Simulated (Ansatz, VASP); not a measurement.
Two plane-wave programs on Mg4O

INCAR

```
ALGO = Normal ; DIPOL = 0.5 0.5 0.318
EDIFF = 1E-6 ; ENCUT = 520
GGA = CA ; IDIPOL = 3
ISIF = 2 ; ISMEAR = 0
LASPH = T ; LCHARG = F
LDIPOL = T ; LREAL = F
LWAVE = F ; NBANDS = 15
NELM = 80 ; PREC = Accurate
SIGMA = 0.1
```

File KPOINTS:

```
k-points
0
Gamma
  8 5 1
```

File POSCAR:

```
Mg4O
1.0
    3.1466128697      0.0000000000      0.0000000000
    0.0000000000      5.0388886589      0.0000000000
    0.0000000000      0.0000000000     20.5846139733
Mg O
4 1
Direct
    0.0000000000      0.7500000000      0.1943198937
    0.5000000000      0.2500000000      0.2384474589
    0.5000000000      0.7500000000      0.3306067122
    0.0000000000      0.2500000000      0.3684603453
    0.1250000000      0.3750000000      0.4583332962
```

Input for Ansatz:

```yaml
crystal:
  lattice:
    - [3.1466128697, 0.0, 0.0]
    - [0.0, 5.0388886589, 0.0]
    - [0.0, 0.0, 20.5846139733]
  atoms:
    - { symbol: Mg, position: [0.0, 0.75, 0.1943198937] }
    - { symbol: Mg, position: [0.5, 0.25, 0.2384474589] }
    - { symbol: Mg, position: [0.5, 0.75, 0.3306067122] }
    - { symbol: Mg, position: [0.0, 0.25, 0.3684603453] }
    - { symbol: O, position: [0.125, 0.375, 0.4583332962] }
basis:
  ecutwfc: 420
kpoints:
  mp_grid: { grid: [8, 5, 1] }
hamiltonian:
  xc: lda
scf:
  occupations: { method: gaussian, width: 0.1 }
output:
  forces: true
  eigenvalues: true
efield:
  axis: 3
  dipole_correction: true
  ramp_width: 0.04
```

Alike in both runs: task single point; functional LDA; k mesh 8 × 5 × 1; occupations gaussian, width 0.1 eV; no spin polarisation.

```csv
,VASP,Ansatz
version,VASP 6.6.1,Ansatz 0.2.0
potentials or method,"VASP PAW LDA potentials, release 64 (Mg, O), cutoff 520 eV","scalar-relativistic, plane waves, PAW"
valence electrons in the cell,14,46
```

|  | VASP | Ansatz | Ansatz less VASP |
| --- | --- | --- | --- |
| gap on the k mesh at the Fermi level (eV) | none | none | - |
| rms of the force components (eV/Å) | 0.887 | 0.896 | +0.0084 |

LDA's correlation is that of Perdew and Zunger in VASP and of Perdew and Wang (1992) in Ansatz. Atom by atom the forces differ by 0.012 eV/Å (rms over components). A gap of «none» marks a metal or a gap that the smearing closes. VASP's potentials hold 14 valence electrons a cell and Ansatz's 46, so a difference there can come from the potentials and not from the codes.
